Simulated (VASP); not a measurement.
# MoS2 (P-3m1) in VASP: a series of runs, part 3 of 3

VASP 6.6.1. Earlier steps stand in the parts before.

### 5 Relaxation of cell and atoms, PBEsol

The input, INCAR:

```
  PREC = Accurate
  ENCUT = 600
  EDIFF = 1E-7
  ISMEAR = 0
  SIGMA = 0.1
  LREAL = False
  LASPH = True
  NELM = 60
  ALGO = Normal
  ISIF = 3
  LWAVE = False
  LCHARG = False
  GGA = PS
  IBRION = 2
  NSW = 100
  EDIFFG = -0.005
```

The input, KPOINTS:

```
Automatic mesh
0
Gamma
  18 18 8
```

The input, POSCAR:

```
MoS2
1.0
    3.1411847469      0.0000000000      0.0000000000
   -1.5705923735      2.7203457888      0.0000000000
    0.0000000000      0.0000000000      6.1247114470
Mo S
1 2
Direct
    0.0000000000      0.0000000000      0.5000000000
    0.3333333333      0.6666666667      0.2410625189
    0.6666666667      0.3333333333      0.7589374811
```

Potentials or basis: VASP PAW PBE potentials, release 64 (Mo_sv, S).

Started as:

```bash
$ cat potpaw_PBE.64/Mo_sv/POTCAR potpaw_PBE.64/S/POTCAR > POTCAR
$ mpirun -np 1 vasp_std > vasp.out
```

OUTCAR:

```text
PREC = Accurate
   ENCUT = 600
   EDIFF = 1E-7
   ISMEAR = 0
   LREAL = False
   LASPH = True
   NELM = 60
   ISIF = 3
   GGA = PS
   IBRION = 2
   NSW = 100
   EDIFFG = -0.005

 ion  position               nearest neighbor table
   1  0.000  0.000  0.500-   2 2.41   3 2.41   3 2.41   2 2.41   3 2.41   2 2.41
   2  0.333  0.667  0.241-   1 2.41   1 2.41   1 2.41
   3  0.667  0.333  0.759-   1 2.41   1 2.41   1 2.41

  LATTYP: Found a hexagonal cell.
 ALAT       =     3.1411847469
 C/A-ratio  =     1.9498093683

  Lattice vectors:

 A1 = (   3.1411847469,   0.0000000000,   0.0000000000)
 A2 = (  -1.5705923735,   2.7203457888,   0.0000000000)
 A3 = (   0.0000000000,   0.0000000000,   6.1247114470)

Analysis of symmetry for initial positions (statically):
=====================================================================
 Subroutine PRICEL returns:
 Original cell was already a primitive cell.

 Routine SETGRP: Setting up the symmetry group for a
 hexagonal supercell.

 Subroutine GETGRP returns: Found 12 space group operations
 (whereof 12 operations were pure point group operations)
 out of a pool of 24 trial point group operations.

The static configuration has the point symmetry D_3d.

Analysis of symmetry for dynamics (positions and initial velocities):
=====================================================================
 Subroutine PRICEL returns:
 Original cell was already a primitive cell.

 Routine SETGRP: Setting up the symmetry group for a
 hexagonal supercell.

 Subroutine GETGRP returns: Found 12 space group operations
 (whereof 12 operations were pure point group operations)
 out of a pool of 24 trial point group operations.

The dynamic configuration has the point symmetry D_3d.

 Subroutine INISYM returns: Found 12 space group operations
 (whereof 12 operations are pure point group operations),
 and found     1 'primitive' translations

----------------------------------------------------------------------------------------

                                     Primitive cell

  volume of cell :      52.3363

  direct lattice vectors                    reciprocal lattice vectors
     3.141184747  0.000000000  0.000000000     0.318351221  0.183800163  0.000000000
    -1.570592374  2.720345789  0.000000000     0.000000000  0.367600326  0.000000000
     0.000000000  0.000000000  6.124711447     0.000000000  0.000000000  0.163272998

  length of vectors
     3.141184747  3.141184747  6.124711447     0.367600326  0.367600326  0.163272998

  position of ions in fractional coordinates (direct lattice)
     0.000000000  0.000000000  0.500000000
     0.333333333  0.666666667  0.241062519
     0.666666667  0.333333333  0.758937481

  ion indices of the primitive-cell ions
   primitive index   ion index
                 1           1
                 2           2
                 3           3

----------------------------------------------------------------------------------------

 KPOINTS: Automatic mesh

Automatic generation of k-mesh.
 Grid dimensions read from file:
 generate k-points for:   18   18    8

 Generating k-lattice:

  Cartesian coordinates                     Fractional coordinates (reciprocal lattice)
     0.017686179  0.010211120  0.000000000     0.055555556  0.000000000  0.000000000
     0.000000000  0.020422240  0.000000000     0.000000000  0.055555556  0.000000000
     0.000000000  0.000000000  0.020409125     0.000000000  0.000000000  0.125000000

  Length of vectors
     0.020422240  0.020422240  0.020409125

  Shift w.r.t. Gamma in fractional coordinates (k-lattice)
     0.000000000  0.000000000  0.000000000

 Subroutine IBZKPT returns following result:
 ===========================================

 Found    266 irreducible k-points:

 Following reciprocal coordinates:
            Coordinates               Weight
  0.000000  0.000000  0.000000      1.000000
  0.055556  0.000000  0.000000      6.000000
  0.111111  0.000000  0.000000      6.000000
  0.166667  0.000000  0.000000      6.000000
  0.222222 -0.000000  0.000000      6.000000
  0.277778 -0.000000  0.000000      6.000000
[... 16 lines left out ...]
  0.333333  0.111111  0.000000     12.000000
  0.388889  0.111111  0.000000     12.000000
 [... further k-points ...]
   k-points           NKPTS =    266   k-points in BZ     NKDIM =    266   number of bands    NBANDS=     17
   number of dos      NEDOS =    301   number of ions     NIONS =      3
   total plane-waves  NPLWV =  39200
   dimension x,y,z NGX =    28 NGY =   28 NGZ =   50
   dimension x,y,z NGXF=    56 NGYF=   56 NGZF=  100
   ions per type =               1   2
   NGX,Y,Z   is equivalent  to a cutoff of  14.82, 14.82, 13.57 a.u.
   NGXF,Y,Z  is equivalent  to a cutoff of  29.64, 29.64, 27.14 a.u.
 SYSTEM =  unknown system
   PREC   = accura    normal or accurate (medium, high low for compatibility)
   ISTART =      0    job   : 0-new  1-cont  2-samecut
   ICHARG =      2    charge: 1-file 2-atom 10-const
   ISPIN  =      1    spin polarized calculation?
   LNONCOLLINEAR =      F non collinear calculations
   LSORBIT =      F    spin-orbit coupling
   LASPH  =      T    aspherical Exc in radial PAW
   ENCUT  =  600.0 eV  44.10 Ry    6.64 a.u.   6.27  6.27 12.23*2*pi/ulx,y,z
   NELM   =     60;   NELMIN=  2; NELMDL= -5     # of ELM steps
   EDIFF  = 0.1E-06   stopping-criterion for ELM
   LREAL  =      F    real-space projection
   EDIFFG = -.5E-02   stopping-criterion for IOM
   NSW    =    100    number of steps for IOM
   IBRION =      2    ionic relax: 0-MD 1-quasi-New 2-CG
   NFREE  =      1    steps in history (QN), initial steepest desc. (CG)
   ISIF   =      3    stress and relaxation
   ISYM   =      2    0-nonsym 1-usesym 2-fastsym
   POTIM  = 0.5000    time-step for ionic-motion
   TEBEG  =    0.0;   TEEND  =   0.0 temperature during run
   PSTRESS=    0.0 pullay stress
   NELECT =      26.0000    total number of electrons
   NUPDOWN=      -1.0000    fix difference up-down
   EMIN   =  10.00;   EMAX   =-10.00  energy-range for DOS
   EFERMI =   0.00;   METHOD = LEGACY
   ISMEAR =     0;   SIGMA  =   0.10  broadening in eV -4-tet -1-fermi 0-gaus
   EFERMI_NEDOS =   21; number of points for ismear=-14 and -15
   IALGO  =     38    algorithm
   IMIX   =      4    mixing-type and parameters
     AMIX     =   0.40;   BMIX     =  1.00
     AMIX_MAG =   1.60;   BMIX_MAG =  1.00
  volume/ion in A,a.u.               =      17.45       117.73
  Fermi-wavevector in a.u.,A,eV,Ry     =   1.296577  2.450175 22.872905  1.681111
  Thomas-Fermi vector in A             =   2.428024
   LORBIT       =      0    0 simple, 1 ext, 2 COOP (PROOUT), +10 PAW based schemes
   GGA     = PS    functional components
   LHFCALC =     F    Hartree Fock is set to
   AEXX    =    0.0000 exact exchange contribution
   IVDW    =     0    specifies the selected vdW correction
   LEPSILON=     F    determine dielectric tensor
   LRPA    =     F    only Hartree local field effects (RPA)
 conjugate gradient relaxation of ions
 non-spin polarized calculation
 Gauss-broadening in eV      SIGMA  =   0.10
  energy-cutoff  :      600.00
  volume of cell :       52.34
 maximum number of plane-waves:      1773
 NGX is ok and might be reduce to    28
   NGX = 13   NGY = 13   NGZ = 25

 number of electron      26.0000001 magnetization

 Free energy of the ion-electron system (eV)
  ---------------------------------------------------
  ext. energy  EPLUGINS =         0.00000000
  ---------------------------------------------------
  free energy    TOTEN  =       -22.61966433 eV

  energy without entropy =      -22.61271631  energy(sigma->0) =      -22.61619032

 E-fermi :   7.9484     XC(G=0): -11.1515

 val. band max:        7.9396527008   @ k =   0.3333   0.2222   0.0000
 cond. band min:       7.9502528006   @ k =   0.2222   0.2222   0.3750
 fundamental gap:      0.0106000998
 Fermi energy:         7.9484208392

 k-point     1 :       0.0000    0.0000    0.0000
  band No.  band energies     occupation
      1     -53.7119      2.00000
      2     -27.8431      2.00000
      3     -27.6917      2.00000
      4     -27.6917      2.00000
      5      -7.2598      2.00000
      6      -5.6597      2.00000
[... 457 lines left out ...]
      4     -27.7560      2.00000
      5      -5.3095      2.00000
      6      -4.7972      2.00000
[... 9 lines left out ...]
     16      10.9399      0.00000
     17      11.7957      0.00000

 [... further k-points ...]

------------------------ aborting loop because EDIFF is reached ----------------------------------------

  FORCE on cell =-STRESS in cart. coord.  units (eV):
  Direction    XX          YY          ZZ          XY          YZ          ZX
  --------------------------------------------------------------------------------------
  -------------------------------------------------------------------------------------
  Total        0.0065510      0.0065510      0.0148732     -0.0000000      0.0000000      0.0000000
  in kB        0.2005462      0.2005462      0.4553142     -0.0000000      0.0000000      0.0000000
  external PRESSURE =       0.2854688 kB  Pullay stress =       0.0000000 kB

 VOLUME and BASIS-vectors are now :
 -----------------------------------------------------------------------------
  energy-cutoff  :      600.00
  volume of cell :       52.34
      direct lattice vectors                 reciprocal lattice vectors
     3.141184747  0.000000000  0.000000000     0.318351221  0.183800163  0.000000000
    -1.570592374  2.720345789  0.000000000     0.000000000  0.367600326  0.000000000
     0.000000000  0.000000000  6.124711447     0.000000000  0.000000000  0.163272998

 POSITION                                       TOTAL-FORCE (eV/Angst)
 -----------------------------------------------------------------------------------
      0.00000      0.00000      3.06236        -0.000000      0.000000      0.000000
     -0.00000      1.81356      1.47644        -0.000000      0.000000     -0.003894
      1.57059      0.90678      4.64827         0.000000     -0.000000      0.003894
 -----------------------------------------------------------------------------------
    total drift:                               -0.000000     -0.000000      0.000000

  FREE ENERGIE OF THE ION-ELECTRON SYSTEM (eV)
  ---------------------------------------------------
  free  energy   TOTEN  =       -22.6196643306 eV

  energy  without entropy=      -22.6127163081  energy(sigma->0) =      -22.61619032

 reached required accuracy - stopping structural energy minimisation
```

OSZICAR:

```text
N       E                     dE             d eps       ncg     rms          rms(c)
DAV:   1     0.224762148303E+03    0.22476E+03   -0.16323E+04  9332   0.163E+03
DAV:   2    -0.156168531736E+02   -0.24038E+03   -0.23757E+03 11655   0.383E+02
DAV:   3    -0.240117281162E+02   -0.83949E+01   -0.82459E+01 11177   0.688E+01
DAV:   4    -0.241283058584E+02   -0.11658E+00   -0.11590E+00 11453   0.789E+00
DAV:   5    -0.241296976620E+02   -0.13918E-02   -0.13912E-02 11459   0.869E-01    0.249E+01
DAV:   6    -0.231801849699E+02    0.94951E+00   -0.15367E+01 10014   0.240E+01    0.994E+00
DAV:   7    -0.227976031794E+02    0.38258E+00   -0.74830E+00  9707   0.154E+01    0.621E+00
DAV:   8    -0.226204130511E+02    0.17719E+00   -0.99630E-01  9678   0.619E+00    0.205E+00
DAV:   9    -0.226213868865E+02   -0.97384E-03   -0.37953E-02 10974   0.130E+00    0.604E-01
DAV:  10    -0.226198185987E+02    0.15683E-02   -0.17707E-02  9524   0.914E-01    0.214E-01
DAV:  11    -0.226197304624E+02    0.88136E-04   -0.59261E-04  9744   0.189E-01    0.109E-01
DAV:  12    -0.226196579482E+02    0.72514E-04   -0.36178E-04  9639   0.119E-01    0.687E-02
DAV:  13    -0.226196643653E+02   -0.64170E-05   -0.39269E-05  9880   0.416E-02    0.124E-02
DAV:  14    -0.226196643128E+02    0.52441E-07   -0.24577E-06 10629   0.104E-02    0.124E-02
DAV:  15    -0.226196643306E+02   -0.17751E-07   -0.55523E-07  9781   0.427E-03
   1 F= -.22619664E+02 E0= -.22616190E+02  d E =-.226197E+02
```

It took 8.3 min on 1 thread of Intel Xeon 8259CL, shared host; peak memory 0.41 GiB.

Results:

| Quantity | Value |
| --- | --- |
| Free energy | -22.6197 eV |
| Pressure after relaxing | 0.0 GPa |
| Largest force after relaxing | 0.004 eV/Å |
| Band gap on the k mesh | zero (bands 13 and 14 overlap by 1.03 eV) |

Forces on the atoms (eV/Å):
```
Mo   0.000  0.000  0.000
S    0.000  0.000 -0.004
S    0.000  0.000  0.004
```

Final structure:
```cif
data_structure
_symmetry_space_group_name_H-M 'P 1'
_symmetry_Int_Tables_number 1
_cell_length_a 3.1412
_cell_length_b 3.1412
_cell_length_c 6.1247
_cell_angle_alpha 90.000
_cell_angle_beta 90.000
_cell_angle_gamma 120.000
_cell_volume 52.34
loop_
_atom_site_label
_atom_site_type_symbol
_atom_site_fract_x
_atom_site_fract_y
_atom_site_fract_z
_atom_site_occupancy
Mo1 Mo 0.00000 0.00000 0.50000 1
S1 S 0.33333 0.66667 0.24106 1
S2 S 0.66667 0.33333 0.75894 1
```

Caveat: the relaxation stopped at its first step, so nothing moved; the PAW data sets were made with another functional, which shifts forces and pressure a little; this functional lacks dispersion, which binds layers or chains, so the pressure and a relaxed spacing across them are unreliable.

### 6 Summary

```csv
task,cell,k mesh,cutoff (eV),smearing,gap on the mesh (eV),pressure (GPa)
single point,as given,18 × 18 × 8,520,gaussian 0.1 eV,none,0.0
single point,as given,18 × 18 × 8,520,gaussian 0.15 eV,none,0.1
single point,as given,18 × 18 × 10,520,gaussian 0.15 eV,none,0.1
relaxation of cell and atoms,relaxed,18 × 18 × 8,600,gaussian 0.1 eV,none,0.0
```

Alike in all rows: level PBEsol; potentials or basis VASP PAW PBE potentials, release 64 (Mo_sv, S); no spin polarisation.

Caveats: the PAW data sets were made with another functional, which shifts forces and pressure a little; this functional lacks dispersion, which binds layers or chains, so the pressure and a relaxed spacing across them are unreliable; the relaxation stopped at its first step, so nothing moved (at least some runs).

Total energies depend on the potentials used, so only differences within one code and one set of settings carry meaning.
